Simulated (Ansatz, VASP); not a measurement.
# One calculation of Sb, two programs

INCAR

```
SYSTEM = Sb
PREC = Accurate
ENCUT = 520
EDIFF = 1E-6
ISMEAR = -1
SIGMA = 0.05
LREAL = .FALSE.
LASPH = .TRUE.
NELM = 100
ALGO = Normal
ISIF = 2
LWAVE = .FALSE.
LCHARG = .FALSE.
GGA = PS
NBANDS = 8
```

File KPOINTS:

```
regular mesh
0
G
  19 19 19
  0 0 0
```

File POSCAR:

```
Sb
1.0
   -1.5501500000      1.5501500000      2.4800000000
    1.5501500000     -1.5501500000      2.4800000000
    1.5501500000      1.5501500000     -2.4800000000
Sb
1
Direct
    0.0000000000      0.0000000000      0.0000000000
```

Input for Ansatz:

```yaml
crystal:
  lattice:
    - [-1.55015, 1.55015, 2.48]
    - [1.55015, -1.55015, 2.48]
    - [1.55015, 1.55015, -2.48]
  atoms:
    - { symbol: Sb, position: [0.0, 0.0, 0.0] }
kpoints:
  mp_grid: { grid: [19, 19, 19] }
  band_path:
    path:
      - [0.0, 0.0, 0.0]
      - [0.0, 0.0, 0.5]
      - [0.25, 0.25, 0.25]
      - [0.0, 0.5, 0.0]
      - [0.0, 0.0, 0.0]
      - [0.5, 0.5, -0.5]
      - [0.3476751521, 0.6523248479, -0.3476751521]
      - [-0.3476751521, 0.3476751521, 0.3476751521]
      - [0.0, 0.0, 0.0]
    npoints: 5
scf:
  occupations: { method: fermi_dirac, width: 0.05 }
hamiltonian:
  xc: pbesol
  pseudopotentials: { kind: all_electron, lapw: { basis_error: 0.00025 } }
output:
  forces: true
  stress: true
  eigenvalues: true
```

Change from the starting cell: equal xx and yy strain of +3 %.

Alike in both runs: task single point; functional PBEsol; k mesh 19 × 19 × 19; occupations fermi-dirac, width 0.05 eV; no spin polarisation.

|  | VASP | Ansatz |
| --- | --- | --- |
| version | VASP 6.6.1 | Ansatz 0.2.0 |
| potentials or method | VASP PAW PBE potentials, release 64 (Sb), cutoff 520 eV | all-electron LAPW, scalar-relativistic |

VASP gave:

| Quantity | Value |
| --- | --- |
| pressure (GPa) | 8.2 |
| traceless stress, the component that is largest in VASP (GPa) | 0.28 |

Task: Estimate Ansatz's values.

Result: Pressure (GPa): 8.1; traceless stress, the component that is largest in VASP (GPa): 0.33.

VASP's potentials were made for PBE, not for PBEsol. Ansatz ran all-electron here, and VASP with PAW potentials.

Spin-orbit coupling is off throughout.
